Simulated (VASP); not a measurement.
# Cd (P6/mmm) in VASP: a series of runs

Cd is run at these levels: PBE; tasks: single point.

Everything below comes from runs of VASP 6.6.1. Logs are shortened: lines on timing, memory, paths and dates and some standing lists are left out, and cuts for length are marked.

## 1. The cell of the first run

The structure is hexagonal, space group P6/mmm (No. 191). The conventional cell has a = 2.969 Å, b = 2.969 Å, c = 3.042 Å, α = 90.00°, β = 90.00°, γ = 120.00°. Within 3.9 Å of Cd (site symmetry 6/mmm) lie 8 Cd at 2.97 to 3.04 Å.

This isn't the form of Cd at room conditions, which is hcp.

## 2. Single point, PBE (23.23 Å³/atom)

POSCAR

```
Cd
1.0
    2.9693244481      0.0000000000      0.0000000000
   -1.4846622241      2.5715104041      0.0000000000
    0.0000000000      0.0000000000      3.0423822099
Cd
1
Direct
    0.0000000000      0.0000000000      0.0000000000
```

INCAR.step1

```
PREC     = Accurate       # precision mode
ENCUT    = 520            # plane-wave cutoff, eV
EDIFF    = 1E-6           # SCF threshold, eV
ISMEAR   = -1             # smearing method
SIGMA    = 0.1            # smearing width, eV
LREAL    = F              # projectors in reciprocal space
LASPH    = T              # aspherical terms in the spheres
NELM     = 80             # most SCF steps
ALGO     = Normal         # electronic algorithm
ISIF     = 2              # what is computed and relaxed
LWAVE    = F              # write WAVECAR
LCHARG   = T              # write CHGCAR
GGA      = PE             # functional
NBANDS   = 12             # bands
```

KPOINTS.step1

```
Automatic mesh
0
Gamma
  14 14 13
```

INCAR.step2

```
PREC     = Accurate       # precision mode
ENCUT    = 520            # plane-wave cutoff, eV
EDIFF    = 1E-6           # SCF threshold, eV
ISMEAR   = -5             # smearing method
SIGMA    = 0.1            # smearing width, eV
LREAL    = F              # projectors in reciprocal space
LASPH    = T              # aspherical terms in the spheres
NELM     = 80             # most SCF steps
ALGO     = Normal         # electronic algorithm
ISIF     = 2              # what is computed and relaxed
LWAVE    = F              # write WAVECAR
LCHARG   = F              # write CHGCAR
GGA      = PE             # functional
LORBIT   = 11             # projections on sites
NEDOS    = 2001           # points of the DOS
ICHARG   = 11             # starting density
```

KPOINTS.step2

```
Automatic mesh
0
Gamma
  21 21 20
```

Potentials or basis: VASP PAW PBE potentials, release 64 (Cd).

The run is started by

```sh
$ cat potpaw_PBE.64/Cd/POTCAR > POTCAR
$ cp INCAR.step1 INCAR
$ cp KPOINTS.step1 KPOINTS
$ mpirun -np 1 vasp_std > vasp.out
$ cp INCAR.step2 INCAR
$ cp KPOINTS.step2 KPOINTS
$ mpirun -np 1 vasp_std > vasp.out
```

OUTCAR:

```text
PREC = Accurate
   ENCUT = 520
   EDIFF = 1E-6
   ISMEAR = -5
   LREAL = F
   LASPH = T
   NELM = 80
   ISIF = 2
   GGA = PE
   LORBIT = 11
   ICHARG = 11

 ion  position               nearest neighbor table
   1  0.000  0.000  0.000-

  LATTYP: Found a hexagonal cell.
 ALAT       =     2.9693244481
 C/A-ratio  =     1.0246041694

  Lattice vectors:

 A1 = (   2.9693244481,   0.0000000000,   0.0000000000)
 A2 = (  -1.4846622241,   2.5715104041,   0.0000000000)
 A3 = (   0.0000000000,   0.0000000000,   3.0423822099)

Analysis of symmetry for initial positions (statically):
=====================================================================
 Subroutine PRICEL returns:
 Original cell was already a primitive cell.

 Routine SETGRP: Setting up the symmetry group for a
 hexagonal supercell.

 Subroutine GETGRP returns: Found 24 space group operations
 (whereof 24 operations were pure point group operations)
 out of a pool of 24 trial point group operations.

The static configuration has the point symmetry D_6h.

Analysis of symmetry for dynamics (positions and initial velocities):
=====================================================================
 Subroutine PRICEL returns:
 Original cell was already a primitive cell.

 Routine SETGRP: Setting up the symmetry group for a
 hexagonal supercell.

 Subroutine GETGRP returns: Found 24 space group operations
 (whereof 24 operations were pure point group operations)
 out of a pool of 24 trial point group operations.

The dynamic configuration has the point symmetry D_6h.

 Subroutine INISYM returns: Found 24 space group operations
 (whereof 24 operations are pure point group operations),
 and found     1 'primitive' translations

----------------------------------------------------------------------------------------

                                     Primitive cell

  volume of cell :      23.2306

  direct lattice vectors                    reciprocal lattice vectors
     2.969324448  0.000000000  0.000000000     0.336776939  0.194438257  0.000000000
    -1.484662224  2.571510404  0.000000000     0.000000000  0.388876513  0.000000000
     0.000000000  0.000000000  3.042382210     0.000000000  0.000000000  0.328689800

  length of vectors
     2.969324448  2.969324448  3.042382210     0.388876513  0.388876513  0.328689800

  position of ions in fractional coordinates (direct lattice)
     0.000000000  0.000000000  0.000000000

  ion indices of the primitive-cell ions
   primitive index   ion index
                 1           1

----------------------------------------------------------------------------------------

 KPOINTS: Automatic mesh

Automatic generation of k-mesh.
 Grid dimensions read from file:
 generate k-points for:   21   21   20

 Generating k-lattice:

  Cartesian coordinates                     Fractional coordinates (reciprocal lattice)
     0.016036997  0.009258965  0.000000000     0.047619048  0.000000000  0.000000000
     0.000000000  0.018517929  0.000000000     0.000000000  0.047619048  0.000000000
     0.000000000  0.000000000  0.016434490     0.000000000  0.000000000  0.050000000

  Length of vectors
     0.018517929  0.018517929  0.016434490

  Shift w.r.t. Gamma in fractional coordinates (k-lattice)
     0.000000000  0.000000000  0.000000000

 TETIRR: Found   8960 inequivalent tetrahedra from    52920

 Subroutine IBZKPT returns following result:
 ===========================================

 Found    528 irreducible k-points:

 Following reciprocal coordinates:
            Coordinates               Weight
  0.000000  0.000000  0.000000      1.000000
  0.047619 -0.000000  0.000000      6.000000
  0.095238  0.000000  0.000000      6.000000
  0.142857 -0.000000  0.000000      6.000000
  0.190476  0.000000  0.000000      6.000000
  0.238095  0.000000  0.000000      6.000000
[... 16 lines left out ...]
  0.142857  0.095238  0.000000     12.000000
  0.190476  0.095238  0.000000     12.000000
 [... further k-points ...]
   k-points           NKPTS =    528   k-points in BZ     NKDIM =    528   number of bands    NBANDS=     10
   number of dos      NEDOS =   2001   number of ions     NIONS =      1
   total plane-waves  NPLWV =  13824
   dimension x,y,z NGX =    24 NGY =   24 NGZ =   24
   dimension x,y,z NGXF=    48 NGYF=   48 NGZF=   48
   ions per type =               1
   NGX,Y,Z   is equivalent  to a cutoff of  13.44, 13.44, 13.11 a.u.
   NGXF,Y,Z  is equivalent  to a cutoff of  26.87, 26.87, 26.23 a.u.
 SYSTEM =  unknown system
   PREC   = accura    normal or accurate (medium, high low for compatibility)
   ISTART =      0    job   : 0-new  1-cont  2-samecut
   ICHARG =     11    charge: 1-file 2-atom 10-const
   ISPIN  =      1    spin polarized calculation?
   LNONCOLLINEAR =      F non collinear calculations
   LSORBIT =      F    spin-orbit coupling
   LASPH  =      T    aspherical Exc in radial PAW
   ENCUT  =  520.0 eV  38.22 Ry    6.18 a.u.   5.52  5.52  5.66*2*pi/ulx,y,z
   NELM   =     80;   NELMIN=  2; NELMDL=  0     # of ELM steps
   EDIFF  = 0.1E-05   stopping-criterion for ELM
   LREAL  =      F    real-space projection
   EDIFFG = 0.1E-04   stopping-criterion for IOM
   NSW    =      0    number of steps for IOM
   IBRION =     -1    ionic relax: 0-MD 1-quasi-New 2-CG
   NFREE  =      0    steps in history (QN), initial steepest desc. (CG)
   ISIF   =      2    stress and relaxation
   ISYM   =      2    0-nonsym 1-usesym 2-fastsym
   POTIM  = 0.5000    time-step for ionic-motion
   TEBEG  =    0.0;   TEEND  =   0.0 temperature during run
   PSTRESS=    0.0 pullay stress
   NELECT =      12.0000    total number of electrons
   NUPDOWN=      -1.0000    fix difference up-down
   EMIN   =  10.00;   EMAX   =-10.00  energy-range for DOS
   EFERMI =   0.00;   METHOD = LEGACY
   ISMEAR =    -5;   SIGMA  =   0.10  broadening in eV -4-tet -1-fermi 0-gaus
   EFERMI_NEDOS =   21; number of points for ismear=-14 and -15
   IALGO  =     38    algorithm
   IMIX   =      4    mixing-type and parameters
     AMIX     =   0.40;   BMIX     =  1.00
     AMIX_MAG =   1.60;   BMIX_MAG =  1.00
  volume/ion in A,a.u.               =      23.23       156.77
  Fermi-wavevector in a.u.,A,eV,Ry     =   1.313556  2.482261 23.475901  1.725430
  Thomas-Fermi vector in A             =   2.443871
   LORBIT       =     11    0 simple, 1 ext, 2 COOP (PROOUT), +10 PAW based schemes
   GGA     = PE    functional components
   LHFCALC =     F    Hartree Fock is set to
   AEXX    =    0.0000 exact exchange contribution
   IVDW    =     0    specifies the selected vdW correction
   LEPSILON=     F    determine dielectric tensor
   LRPA    =     F    only Hartree local field effects (RPA)
 non-spin polarized calculation
 Fermi weights with tetrahedron method with Bloechl corrections
  energy-cutoff  :      520.00
  volume of cell :       23.23
 maximum number of plane-waves:       648
 NGX is ok and might be reduce to    24

 number of electron      11.9999999 magnetization

 Free energy of the ion-electron system (eV)
  ---------------------------------------------------
  ext. energy  EPLUGINS =         0.00000000
  ---------------------------------------------------
  free energy    TOTEN  =        -0.65226429 eV

  energy without entropy =       -0.65226429  energy(sigma->0) =       -0.65226429

 E-fermi :   2.4139     XC(G=0): -10.5975

 val. band max:        2.6749980948   @ k =   0.3333   0.3333   0.0500
 cond. band min:       2.2065775165   @ k =   0.3810   0.2381   0.1000
 fundamental gap:     -0.4684205782
 Fermi energy:         2.4138521640

 k-point     1 :       0.0000    0.0000    0.0000
  band No.  band energies     occupation
      1      -7.4558      2.00000
      2      -6.7256      2.00000
      3      -6.7256      2.00000
      4      -5.9522      2.00000
      5      -5.9160      2.00000
      6      -5.9160      2.00000
      7      10.6518      0.00000
      8      14.7908      0.00000
      9      17.0377      0.00000
     10      17.3738      0.00000

 k-point     2 :       0.0476   -0.0000    0.0000
  band No.  band energies     occupation
      1      -7.4385      2.00000
      2      -6.7359      2.00000
      3      -6.7042      2.00000
      4      -5.9303      2.00000
      5      -5.9189      2.00000
      6      -5.8999      2.00000
      7      10.7291      0.00000
      8      14.8075      0.00000
      9      16.3919      0.00000
     10      17.0193      0.00000

 k-point     3 :       0.0952    0.0000    0.0000
  band No.  band energies     occupation
      1      -7.3922      2.00000
      2      -6.7675      2.00000
      3      -6.6417      2.00000
      4      -5.9718      2.00000
      5      -5.9273      2.00000
      6      -5.7367      2.00000
      7      10.9588      0.00000
      8      14.6673      0.00000
      9      14.9439      0.00000
     10      16.2460      0.00000

 k-point     4 :       0.1429   -0.0000    0.0000
  band No.  band energies     occupation
      1      -7.3312      2.00000
      2      -6.8170      2.00000
      3      -6.5421      2.00000
      4      -6.0358      2.00000
      5      -5.9404      2.00000
      6      -5.4494      2.00000
      7      11.3344      0.00000
      8      12.9152      0.00000
      9      14.9856      0.00000
     10      15.3735      0.00000
[... 222 lines left out ...]
 k-point    22 :       0.0952    0.0952    0.0000
  band No.  band energies     occupation
      1      -7.2937      2.00000
      2      -6.8297      2.00000
      3      -6.5182      2.00000
      4      -6.0679      2.00000
      5      -5.9514      2.00000
      6      -5.2611      2.00000
      7      11.5562      0.00000
      8      12.8575      0.00000
      9      13.2310      0.00000
     10      15.0645      0.00000

 k-point    23 :       0.1429    0.0952    0.0000
  band No.  band energies     occupation
      1      -7.2315      2.00000
      2      -6.8763      2.00000
      3      -6.4235      2.00000
      4      -6.1394      2.00000
      5      -5.9715      2.00000
      6      -4.8238      2.00000
      7      11.1822      0.00000
      8      12.0619      0.00000
      9      12.3567      0.00000
     10      15.2150      0.00000

 k-point    24 :       0.1905    0.0952    0.0000
  band No.  band energies     occupation
      1      -7.1887      2.00000
      2      -6.9140      2.00000
      3      -6.3068      2.00000
      4      -6.2179      2.00000
      5      -5.9942      2.00000
      6      -4.2546      2.00000
      7       9.4329      0.00000
      8      11.6634      0.00000
      9      12.6897      0.00000
     10      15.4191      0.00000

 [... further k-points ...]

------------------------ aborting loop because EDIFF is reached ----------------------------------------

  FORCE on cell =-STRESS in cart. coord.  units (eV):
  Direction    XX          YY          ZZ          XY          YZ          ZX
  --------------------------------------------------------------------------------------
  -------------------------------------------------------------------------------------
  Total        0.5489727      0.5489727      0.6110546     -0.0000000     -0.0000000      0.0000000
  in kB       37.8618326     37.8618326     42.1435247     -0.0000000     -0.0000000      0.0000000
  external PRESSURE =      39.2890633 kB  Pullay stress =       0.0000000 kB

 VOLUME and BASIS-vectors are now :
 -----------------------------------------------------------------------------
  energy-cutoff  :      520.00
  volume of cell :       23.23
      direct lattice vectors                 reciprocal lattice vectors
     2.969324448  0.000000000  0.000000000     0.336776939  0.194438257  0.000000000
    -1.484662224  2.571510404  0.000000000     0.000000000  0.388876513  0.000000000
     0.000000000  0.000000000  3.042382210     0.000000000  0.000000000  0.328689800

 POSITION                                       TOTAL-FORCE (eV/Angst)
 -----------------------------------------------------------------------------------
      0.00000      0.00000      0.00000        -0.000000      0.000000      0.000000
 -----------------------------------------------------------------------------------
    total drift:                               -0.000000     -0.000000      0.000000

  FREE ENERGIE OF THE ION-ELECTRON SYSTEM (eV)
  ---------------------------------------------------
  free  energy   TOTEN  =        -0.6522642884 eV

  energy  without entropy=       -0.6522642884  energy(sigma->0) =       -0.65226429

 total charge

# of ion       s       p       d       tot
------------------------------------------
    1        0.573   0.275   9.485  10.333
```

Wall time 75 s (1 thread of AMD EPYC 7R43 (Zen 3), shared host); peak memory 0.21 GiB.

Results:

```yaml
Valence_electrons_inside_the_program's_atomic_spheres: Cd 10.33
```

Caveat: tetrahedron occupations give inexact forces and stress in metals.

## 3. Single point, PBE

This run uses another cell than the first one, of 25.25 Å³/atom.

POSCAR

```
Cd
1.0
    3.0398335897      0.0000000000      0.0000000000
   -1.5199167949      2.6325731119      0.0000000000
    0.0000000000      0.0000000000      3.1553070992
Cd
1
Direct
    0.0000000000      0.0000000000      0.0000000000
```

INCAR.step1

```
ALGO = Normal
EDIFF = 1E-6
ENCUT = 520
GGA = PE
ISIF = 2
ISMEAR = -1
LASPH = T
LCHARG = T
LREAL = F
LWAVE = F
NBANDS = 12
NELM = 80
PREC = Accurate
SIGMA = 0.1
```

KPOINTS.step1

```
k-points
0
Gamma
  14 14 13
```

INCAR.step2

```
ALGO = Normal
EDIFF = 1E-6
ENCUT = 520
GGA = PE
ICHARG = 11
ISIF = 2
ISMEAR = -5
LASPH = T
LCHARG = F
LORBIT = 11
LREAL = F
LWAVE = F
NBANDS = 12
NEDOS = 1001
NELM = 80
PREC = Accurate
SIGMA = 0.1
```

KPOINTS.step2

```
k-points
0
Gamma
  21 21 20
```

Potentials or basis: VASP PAW PBE potentials, release 64 (Cd).

The run is started by

```sh
$ cat potpaw_PBE.64/Cd/POTCAR > POTCAR
$ cp INCAR.step1 INCAR
$ cp KPOINTS.step1 KPOINTS
$ mpirun -np 1 vasp_std > vasp.out
$ cp INCAR.step2 INCAR
$ cp KPOINTS.step2 KPOINTS
$ mpirun -np 1 vasp_std > vasp.out
```

Wall time 1.7 min (1 thread of AMD EPYC 7R43 (Zen 3), shared host); peak memory 0.24 GiB.

It converged, with:

| Quantity | Value |
| --- | --- |
| Valence electrons inside the program's atomic spheres | Cd 10.30 |

Levels at points of the mesh, in eV from the Fermi level:
```
           k point  band 2  band 3  band 4  band 5  band 6  band 7  band 8  band 9  band 10  band 11
(0.00, 0.00, 0.00)   -8.95   -8.95   -8.27   -8.27   -7.81    7.60   11.46   14.29    14.29    14.39
(0.00, 0.00, 0.50)   -8.90   -8.90   -8.49   -8.49   -3.81   -2.54   16.54   17.90    18.24    18.24
```

Caveat: tetrahedron occupations give inexact forces and stress in metals.
